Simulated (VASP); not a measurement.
# Co (P6_3/mmc) in VASP: further runs

Runs on Co. Level: revPBE. Tasks: single point, relaxation of cell and atoms.

All numbers are computed with VASP 6.6.1; they aren't measurements. Logs are shortened: lines on timing, memory, paths and dates and some standing lists are left out, and cuts for length are marked.

### 1 The cell of the first run

It takes space group P6_3/mmc (No. 194, hexagonal). The conventional cell has a = 2.512 Å, b = 2.512 Å, c = 4.056 Å, α = 90.00°, β = 90.00°, γ = 120.00°. Co (site symmetry -6m2) has 12 Co at 2.49 to 2.51 Å within 3.3 Å.

### 2 Single point, revPBE, collinear spin, ferromagnetic start

INCAR

```
  ALGO = Normal
  EDIFF = 1E-7
  ENCUT = 520
  GGA = RE
  ISIF = 2
  ISMEAR = -1
  ISPIN = 2
  LASPH = T
  LCHARG = F
  LMAXMIX = 4
  LORBIT = 11
  LREAL = F
  LWAVE = F
  MAGMOM = 1.7 1.7
  NBANDS = 20
  NELM = 150
  PREC = Accurate
  SIGMA = 0.05
```

KPOINTS

```
k-points
0
Gamma
  14 14 8
```

POSCAR

```
Co
1.0
    2.5122498490      0.0000000000      0.0000000000
   -1.2561249245      2.1756721899      0.0000000000
    0.0000000000      0.0000000000      4.0561539047
Co
2
Direct
    0.3333333333      0.6666666667      0.2500000000
    0.6666666667      0.3333333333      0.7500000000
```

Potentials or basis: VASP PAW PBE potentials, release 64 (Co).

The run is started by

```bash
> cat potpaw_PBE.64/Co/POTCAR > POTCAR
> mpirun -np 1 vasp_std > vasp.out
```

OUTCAR:

```text
EDIFF = 1E-7
   ENCUT = 520
   GGA = RE
   ISIF = 2
   ISMEAR = -1
   ISPIN = 2
   LASPH = T
   LORBIT = 11
   LREAL = F
   NELM = 150
   PREC = Accurate

 ion  position               nearest neighbor table
   1  0.333  0.667  0.250-   2 2.49   2 2.49   2 2.49   2 2.49   2 2.49   2 2.49
   2  0.667  0.333  0.750-   1 2.49   1 2.49   1 2.49   1 2.49   1 2.49   1 2.49

  LATTYP: Found a hexagonal cell.
 ALAT       =     2.5122498490
 C/A-ratio  =     1.6145503626

  Lattice vectors:

 A1 = (   2.5122498490,   0.0000000000,   0.0000000000)
 A2 = (  -1.2561249245,   2.1756721899,   0.0000000000)
 A3 = (   0.0000000000,   0.0000000000,   4.0561539047)

Analysis of symmetry for initial positions (statically):
=====================================================================
 Subroutine PRICEL returns:
 Original cell was already a primitive cell.

 Routine SETGRP: Setting up the symmetry group for a
 hexagonal supercell.

 Subroutine GETGRP returns: Found 24 space group operations
 (whereof 12 operations were pure point group operations)
 out of a pool of 24 trial point group operations.

The static configuration has the point symmetry D_3d.
 The point group associated with its full space group is D_6h.

Analysis of symmetry for dynamics (positions and initial velocities):
=====================================================================
 Subroutine PRICEL returns:
 Original cell was already a primitive cell.

 Routine SETGRP: Setting up the symmetry group for a
 hexagonal supercell.

 Subroutine GETGRP returns: Found 24 space group operations
 (whereof 12 operations were pure point group operations)
 out of a pool of 24 trial point group operations.

The dynamic configuration has the point symmetry D_3d.
 The point group associated with its full space group is D_6h.

Analysis of structural, dynamic, and magnetic symmetry:
=====================================================================
 Subroutine PRICEL returns:
 Original cell was already a primitive cell.

 Routine SETGRP: Setting up the symmetry group for a
 hexagonal supercell.

 Subroutine GETGRP returns: Found 24 space group operations
 (whereof 12 operations were pure point group operations)
 out of a pool of 24 trial point group operations.

The overall configuration has the point symmetry D_3d.
 The point group associated with its full space group is D_6h.

 Subroutine INISYM returns: Found 24 space group operations
 (whereof 12 operations are pure point group operations),
 and found     1 'primitive' translations

----------------------------------------------------------------------------------------

                                     Primitive cell

  volume of cell :      22.1703

  direct lattice vectors                    reciprocal lattice vectors
     2.512249849  0.000000000  0.000000000     0.398049581  0.229814033  0.000000000
    -1.256124924  2.175672190  0.000000000     0.000000000  0.459628066  0.000000000
     0.000000000  0.000000000  4.056153905     0.000000000  0.000000000  0.246538969

  length of vectors
     2.512249849  2.512249849  4.056153905     0.459628066  0.459628066  0.246538969

  position of ions in fractional coordinates (direct lattice)
     0.333333333  0.666666667  0.250000000
     0.666666667  0.333333333  0.750000000

  ion indices of the primitive-cell ions
   primitive index   ion index
                 1           1
                 2           2

----------------------------------------------------------------------------------------

 KPOINTS: k-points

Automatic generation of k-mesh.
 Grid dimensions read from file:
 generate k-points for:   14   14    8

 Generating k-lattice:

  Cartesian coordinates                     Fractional coordinates (reciprocal lattice)
     0.028432113  0.016415288  0.000000000     0.071428571 -0.000000000  0.000000000
     0.000000000  0.032830576  0.000000000     0.000000000  0.071428571  0.000000000
     0.000000000  0.000000000  0.030817371     0.000000000  0.000000000  0.125000000

  Length of vectors
     0.032830576  0.032830576  0.030817371

  Shift w.r.t. Gamma in fractional coordinates (k-lattice)
     0.000000000  0.000000000  0.000000000

 Subroutine IBZKPT returns following result:
 ===========================================

 Found    120 irreducible k-points:

 Following reciprocal coordinates:
            Coordinates               Weight
  0.000000  0.000000  0.000000      1.000000
  0.071429  0.000000  0.000000      6.000000
  0.142857  0.000000  0.000000      6.000000
  0.214286  0.000000  0.000000      6.000000
  0.285714  0.000000  0.000000      6.000000
  0.357143  0.000000  0.000000      6.000000
[... 16 lines left out ...]
  0.285714  0.285714  0.000000      6.000000
  0.357143  0.285714  0.000000      6.000000
 [... further k-points ...]
   k-points           NKPTS =    120   k-points in BZ     NKDIM =    120   number of bands    NBANDS=     20
   number of dos      NEDOS =    301   number of ions     NIONS =      2
   total plane-waves  NPLWV =  12000
   dimension x,y,z NGX =    20 NGY =   20 NGZ =   30
   dimension x,y,z NGXF=    40 NGYF=   40 NGZF=   60
   ions per type =               2
   NGX,Y,Z   is equivalent  to a cutoff of  13.23, 13.23, 12.30 a.u.
   NGXF,Y,Z  is equivalent  to a cutoff of  26.47, 26.47, 24.59 a.u.
 SYSTEM =  unknown system
   PREC   = accura    normal or accurate (medium, high low for compatibility)
   ISTART =      0    job   : 0-new  1-cont  2-samecut
   ICHARG =      2    charge: 1-file 2-atom 10-const
   ISPIN  =      2    spin polarized calculation?
   LNONCOLLINEAR =      F non collinear calculations
   LSORBIT =      F    spin-orbit coupling
   LASPH  =      T    aspherical Exc in radial PAW
   ENCUT  =  520.0 eV  38.22 Ry    6.18 a.u.   4.67  4.67  7.54*2*pi/ulx,y,z
   NELM   =    150;   NELMIN=  2; NELMDL= -5     # of ELM steps
   EDIFF  = 0.1E-06   stopping-criterion for ELM
   LREAL  =      F    real-space projection
   EDIFFG = 0.1E-05   stopping-criterion for IOM
   NSW    =      0    number of steps for IOM
   IBRION =     -1    ionic relax: 0-MD 1-quasi-New 2-CG
   NFREE  =      0    steps in history (QN), initial steepest desc. (CG)
   ISIF   =      2    stress and relaxation
   ISYM   =      2    0-nonsym 1-usesym 2-fastsym
   POTIM  = 0.5000    time-step for ionic-motion
   TEBEG  =    0.0;   TEEND  =   0.0 temperature during run
   PSTRESS=    0.0 pullay stress
   NELECT =      18.0000    total number of electrons
   NUPDOWN=      -1.0000    fix difference up-down
   EMIN   =  10.00;   EMAX   =-10.00  energy-range for DOS
   EFERMI =   0.00;   METHOD = LEGACY
   ISMEAR =    -1;   SIGMA  =   0.05  broadening in eV -4-tet -1-fermi 0-gaus
   EFERMI_NEDOS =   21; number of points for ismear=-14 and -15
   IALGO  =     38    algorithm
   IMIX   =      4    mixing-type and parameters
     AMIX     =   0.40;   BMIX     =  1.00
     AMIX_MAG =   1.60;   BMIX_MAG =  1.00
  volume/ion in A,a.u.               =      11.09        74.81
  Fermi-wavevector in a.u.,A,eV,Ry     =   1.527245  2.886075 31.735287  2.332478
  Thomas-Fermi vector in A             =   2.635168
   LORBIT       =     11    0 simple, 1 ext, 2 COOP (PROOUT), +10 PAW based schemes
   GGA     = RE    functional components
   LHFCALC =     F    Hartree Fock is set to
   AEXX    =    0.0000 exact exchange contribution
   IVDW    =     0    specifies the selected vdW correction
   LEPSILON=     F    determine dielectric tensor
   LRPA    =     F    only Hartree local field effects (RPA)
 spin polarized calculation
  energy-cutoff  :      520.00
  volume of cell :       22.17
 maximum number of plane-waves:       610
 NGX is ok and might be reduce to    20
   NGX =  9   NGY =  9   NGZ = 15

 number of electron      18.0000000 magnetization       3.2405953

 Free energy of the ion-electron system (eV)
  ---------------------------------------------------
  ext. energy  EPLUGINS =         0.00000000
  ---------------------------------------------------
  free energy    TOTEN  =       -13.25000261 eV

  energy without entropy =      -13.23302297  energy(sigma->0) =      -13.24151279

 E-fermi :  10.0602     XC(G=0): -13.1965

 val. band max:       10.0573795623   @ k =   0.3571   0.0714   0.5000
 cond. band min:      10.0692963684   @ k =   0.4286   0.0000   0.2500
 fundamental gap:      0.0119168061
 Fermi energy:        10.0601608097

 spin component 1

 k-point     1 :       0.0000    0.0000    0.0000
  band No.  band energies     occupation
      1       1.2999      1.00000
      2       5.0275      1.00000
      3       7.4631      1.00000
      4       7.4746      1.00000
      5       7.4746      1.00000
      6       7.7750      1.00000
[... 12 lines left out ...]
     19      35.5596      0.00000
     20      35.5596      0.00000

 k-point     2 :       0.0714    0.0000    0.0000
  band No.  band energies     occupation
      1       1.4758      1.00000
      2       5.1317      1.00000
      3       7.2861      1.00000
      4       7.5548      1.00000
      5       7.6281      1.00000
      6       7.7390      1.00000
[... 12 lines left out ...]
     19      37.4650      0.00000
     20      37.5901      0.00000

 k-point     3 :       0.1429    0.0000    0.0000
  band No.  band energies     occupation
      1       1.9902      1.00000
      2       5.4054      1.00000
      3       7.0645      1.00000
      4       7.5176      1.00000
      5       7.6091      1.00000
      6       7.7851      1.00000
[... 12 lines left out ...]
     19      36.3024      0.00000
     20      38.5303      0.00000

 k-point     4 :       0.2143    0.0000    0.0000
  band No.  band energies     occupation
      1       2.7959      1.00000
      2       5.7064      1.00000
      3       6.8736      1.00000
      4       6.8781      1.00000
      5       7.5022      1.00000
      6       7.7508      1.00000
[... 429 lines left out ...]
 k-point    23 :       0.2857    0.2857    0.0000
  band No.  band energies     occupation
      1       5.8387      1.00000
      2       6.0222      1.00000
      3       6.2372      1.00000
      4       6.4272      1.00000
      5       7.1362      1.00000
      6       7.4062      1.00000
[... 12 lines left out ...]
     19      27.0628      0.00000
     20      41.8583      0.00000

 k-point    24 :       0.3571    0.2857    0.0000
  band No.  band energies     occupation
      1       5.8256      1.00000
      2       6.1279      1.00000
      3       6.1725      1.00000
      4       6.5351      1.00000
      5       7.1812      1.00000
      6       7.2945      1.00000
[... 12 lines left out ...]
     19      26.6018      0.00000
     20      42.2834      0.00000

 [... further k-points ...]

 spin component 2

 k-point     1 :       0.0000    0.0000    0.0000
  band No.  band energies     occupation
      1       1.2435      1.00000
      2       5.9804      1.00000
      3       9.1377      1.00000
      4       9.1550      1.00000
      5       9.1550      1.00000
      6       9.5111      0.99998
[... 12 lines left out ...]
     19      35.8023      0.00000
     20      35.8023      0.00000

 k-point     2 :       0.0714    0.0000    0.0000
  band No.  band energies     occupation
      1       1.4199      1.00000
      2       6.1003      1.00000
      3       8.9261      1.00000
      4       9.2439      1.00000
      5       9.3289      1.00000
      6       9.3739      1.00000
[... 12 lines left out ...]
     19      37.3947      0.00000
     20      37.7147      0.00000

 k-point     3 :       0.1429    0.0000    0.0000
  band No.  band energies     occupation
      1       1.9382      1.00000
      2       6.4236      1.00000
      3       8.6379      1.00000
      4       8.6425      1.00000
      5       9.2916      1.00000
      6       9.5000      0.99999
[... 12 lines left out ...]
     19      36.2462      0.00000
     20      38.8919      0.00000

 k-point     4 :       0.2143    0.0000    0.0000
  band No.  band energies     occupation
      1       2.7618      1.00000
      2       6.8193      1.00000
      3       8.0130      1.00000
      4       8.3495      1.00000
      5       9.1322      1.00000
      6       9.5003      0.99999
[... 429 lines left out ...]
 k-point    23 :       0.2857    0.2857    0.0000
  band No.  band energies     occupation
      1       6.9036      1.00000
      2       7.1571      1.00000
      3       7.4148      1.00000
      4       7.4213      1.00000
      5       8.6821      1.00000
      6       8.9454      1.00000
[... 12 lines left out ...]
     19      27.4005      0.00000
     20      41.9471      0.00000

 k-point    24 :       0.3571    0.2857    0.0000
  band No.  band energies     occupation
      1       7.1488      1.00000
      2       7.1615      1.00000
      3       7.3327      1.00000
      4       7.4932      1.00000
      5       8.7211      1.00000
      6       8.8146      1.00000
[... 12 lines left out ...]
     19      26.9524      0.00000
     20      42.3971      0.00000

 [... further k-points ...]
[... 5 lines left out ...]
  --------------------------------------------------------------------------------------
  -------------------------------------------------------------------------------------
  Total       -0.0837265     -0.0837265     -0.1019045     -0.0000000      0.0000000      0.0000000
  in kB       -6.0506583     -6.0506583     -7.3643279     -0.0000000      0.0000000      0.0000000
  external PRESSURE =      -6.4885482 kB  Pullay stress =       0.0000000 kB

 VOLUME and BASIS-vectors are now :
 -----------------------------------------------------------------------------
  energy-cutoff  :      520.00
  volume of cell :       22.17
      direct lattice vectors                 reciprocal lattice vectors
     2.512249849  0.000000000  0.000000000     0.398049581  0.229814033  0.000000000
    -1.256124924  2.175672190  0.000000000     0.000000000  0.459628066  0.000000000
     0.000000000  0.000000000  4.056153905     0.000000000  0.000000000  0.246538969

 POSITION                                       TOTAL-FORCE (eV/Angst)
 -----------------------------------------------------------------------------------
     -0.00000      1.45045      1.01404         0.000000     -0.000000      0.000000
      1.25612      0.72522      3.04212        -0.000000      0.000000      0.000000
 -----------------------------------------------------------------------------------
    total drift:                               -0.000000      0.000000     -0.000000

  FREE ENERGIE OF THE ION-ELECTRON SYSTEM (eV)
  ---------------------------------------------------
  free  energy   TOTEN  =       -13.2500026072 eV

  energy  without entropy=      -13.2330229672  energy(sigma->0) =      -13.24151279

 total charge

# of ion       s       p       d       tot
------------------------------------------
    1        0.481   0.504   7.248   8.233
    2        0.481   0.504   7.248   8.233
--------------------------------------------------
tot          0.962   1.007  14.496  16.466

 magnetization (x)

# of ion       s       p       d       tot
------------------------------------------
    1       -0.016  -0.058   1.722   1.648
    2       -0.016  -0.058   1.722   1.648
--------------------------------------------------
tot         -0.032  -0.116   3.444   3.296
```

Wall time 59 s (1 thread of AMD EPYC 9R45 (Zen 5), shared host); peak memory 0.17 GiB.

Results:

```
Free energy                                           : -13.2500 eV
Pressure                                              : -0.6 GPa
Net moment                                            : 3.24 μB per cell
Site moments                                          : Co +1.65 μB
Valence electrons inside the program's atomic spheres : Co 8.23
```

Caveat: the PAW data sets were made with another functional, which shifts forces and pressure a little.

### 3 Relaxation of cell and atoms, revPBE, collinear spin, ferromagnetic start

INCAR

```
  PREC = Accurate
  ENCUT = 600
  EDIFF = 1E-6
  ISMEAR = -1
  SIGMA = 0.05
  LREAL = F
  LASPH = T
  NELM = 150
  ALGO = Normal
  ISIF = 3
  LWAVE = F
  LCHARG = F
  ISPIN = 2
  MAGMOM = 1.7 1.7
  LORBIT = 11
  LMAXMIX = 4
  GGA = RE
  IBRION = 2
  NSW = 80
  EDIFFG = -0.01
```

KPOINTS

```
Automatic mesh
0
Gamma
  14 14 8
```

POSCAR

```
Co
1.0
    2.5070990085      0.0000000000      0.0000000000
   -1.2535495042      2.1712114311      0.0000000000
    0.0000000000      0.0000000000      4.0686000000
Co
2
Direct
    0.3333333333      0.6666666667      0.2500000000
    0.6666666667      0.3333333333      0.7500000000
```

Potentials or basis: VASP PAW PBE potentials, release 64 (Co).

The run is started by

```bash
> cat potpaw_PBE.64/Co/POTCAR > POTCAR
> mpirun -np 1 vasp_std > vasp.out
```

It took 2 min on 1 thread of AMD EPYC 9R45 (Zen 5), shared host; peak memory 0.17 GiB.

The run converged. Its results:

```yaml
Free_energy: -13.2494 eV
Relaxed_volume: 11.04 Å³/atom
Relaxed_cell: a = 2.510 Å, b = 2.510 Å, c = 4.049 Å, α = 90.00°, β = 90.00°, γ = 120.00°
Space_group_after_relaxing_to_0.1_Å: P6_3/mmc (No. 194)
Energy_gained_by_relaxing: 0.2 meV/atom
Ionic_steps: 4
Pressure_after_relaxing: 0.0 GPa
Net_moment: 3.23 μB per cell
Site_moments: Co +1.64 μB
Valence_electrons_inside_the_program's_atomic_spheres: Co 8.24
```

The path:
```tsv
step	energy change (eV)	largest force (eV/Å)	pressure (GPa)	volume (Å³)
1	0.0000	0.0000	-0.63	22.15
2	-0.0003	0.0000	0.62	22.01
3	-0.0004	0.0000	0.26	22.05
4	-0.0005	0.0000	-0.02	22.08
```

Final structure:
```cif
data_structure
_symmetry_space_group_name_H-M 'P 1'
_symmetry_Int_Tables_number 1
_cell_length_a 2.5096
_cell_length_b 2.5096
_cell_length_c 4.0492
_cell_angle_alpha 90.000
_cell_angle_beta 90.000
_cell_angle_gamma 120.000
_cell_volume 22.08
loop_
_atom_site_label
_atom_site_type_symbol
_atom_site_fract_x
_atom_site_fract_y
_atom_site_fract_z
_atom_site_occupancy
Co1 Co 0.33333 0.66667 0.25000 1
Co2 Co 0.66667 0.33333 0.75000 1
```

Levels at points of the mesh, in eV from the Fermi level:
Spin up:
| k point | band 7 | band 8 | band 9 | band 10 | band 11 | band 12 | band 13 | band 14 | band 15 |
| --- | --- | --- | --- | --- | --- | --- | --- | --- | --- |
| (0.00, 0.00, 0.00) | -2.29 | -1.96 | -1.96 | -0.89 | -0.89 | -0.02 | 6.24 | 21.79 | 24.21 |
| (0.50, 0.00, 0.00) | -2.18 | -0.77 | -0.67 | -0.62 | 1.24 | 3.22 | 9.58 | 10.22 | 12.57 |
| (0.00, 0.00, 0.50) | -2.66 | -2.66 | -1.19 | -1.19 | -1.19 | -1.19 | 14.89 | 14.89 | 22.52 |
| (0.50, 0.00, 0.50) | -1.10 | -1.10 | -0.68 | -0.68 | 1.58 | 1.58 | 7.10 | 7.10 | 18.12 |
Spin down:
```
           k point  band 5  band 6  band 7  band 8  band 9  band 10
(0.00, 0.00, 0.00)   -0.91   -0.55   -0.55   -0.16   -0.16    -0.15
(0.50, 0.00, 0.00)   -1.08   -0.99   -0.58    1.16    1.29     1.32
(0.00, 0.00, 0.50)   -0.98   -0.98   -0.98   -0.98    0.71     0.71
(0.50, 0.00, 0.50)   -0.05   -0.05    0.24    0.24    1.26     1.26
```

Caveat: the PAW data sets were made with another functional, which shifts forces and pressure a little.

(Part 1 of 2 ends here.)
